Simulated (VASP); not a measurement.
Wanted: the native input for a VASP 6.6.1 run.

```yaml
Task: relaxation of cell and atoms
Functional: PBE
Dispersion: D3(BJ)
Potentials_or_basis: VASP PAW PBE potentials, release 64 (P)
Cutoff: 600 eV
k_mesh: 12 × 12 × 12
Occupations: fermi-dirac, width 0.05 eV
Spin: no spin polarisation
Target_pressure: 2 GPa
P_gpa: 2
Further_INCAR_settings: ALGO = Fast; EDIFF = 1e-06; IBRION = 2; EDIFFG = -0.005; NSW = 60; ISIF = 3
```

The structure of P lies in POSCAR:

```
P
1.0
    1.6582000000     -5.2420000000      0.0000000000
    1.6582000000      5.2420000000      0.0000000000
    0.0000000000      0.0000000000      4.3793000000
P
4
Direct
    0.8983800000      0.1016200000      0.0806800000
    0.6016200000      0.3983800000      0.5806800000
    0.1016200000      0.8983800000      0.9193200000
    0.3983800000      0.6016200000      0.4193200000
```

One way to write it, as run:

INCAR

```
PREC     = Accurate       # precision mode
ENCUT    = 600            # plane-wave cutoff, eV
EDIFF    = 1E-6           # SCF threshold, eV
ISMEAR   = -1             # smearing method
SIGMA    = 0.05           # smearing width, eV
LREAL    = False          # projectors in reciprocal space
LASPH    = True           # aspherical terms in the spheres
NELM     = 80             # most SCF steps
ALGO     = Fast           # electronic algorithm
ISIF     = 3              # what is computed and relaxed
LWAVE    = False          # write WAVECAR
LCHARG   = False          # write CHGCAR
GGA      = PE             # functional
IVDW     = 12             # dispersion correction
IBRION   = 2              # ionic algorithm
NSW      = 60             # ionic steps
EDIFFG   = -0.005         # ionic threshold
PSTRESS  = 20           
KPAR     = 2
```

KPOINTS

```
Automatic mesh
0
Gamma
  12 12 12
```

Potentials or basis: VASP PAW PBE potentials, release 64 (P).

Run with:

```console
$ cat potpaw_PBE.64/P/POTCAR > POTCAR
$ mpirun -np 2 vasp_std > vasp.out
```

It gave:

```
Relaxed volume                                             : 16.51 Å³/atom
Relaxed cell                                               : a = 5.256 Å, b = 5.256 Å, c = 3.979 Å, α = 90.00°, β = 90.00°, γ = 143.06°
Space group after relaxing (to 0.1 Å)                      : Cmce (No. 64)
Energy change on relaxing (the run minimises the enthalpy) : -1.1 meV/atom
Ionic steps                                                : 22
Pressure after relaxing                                    : 2.0 GPa
Band gap on the k mesh                                     : zero (bands 10 and 11 overlap by 0.50 eV)
Dispersion energy per atom                                 : -0.426 eV
```

Caveat: the cell is relaxed towards a set pressure, so the run minimises the enthalpy, not the energy.

Run time: 18 min on 2 MPI ranks on Intel(R) Xeon(R) 6975P-C (Granite Rapids) (shared host), peak memory 0.51 GiB a rank.
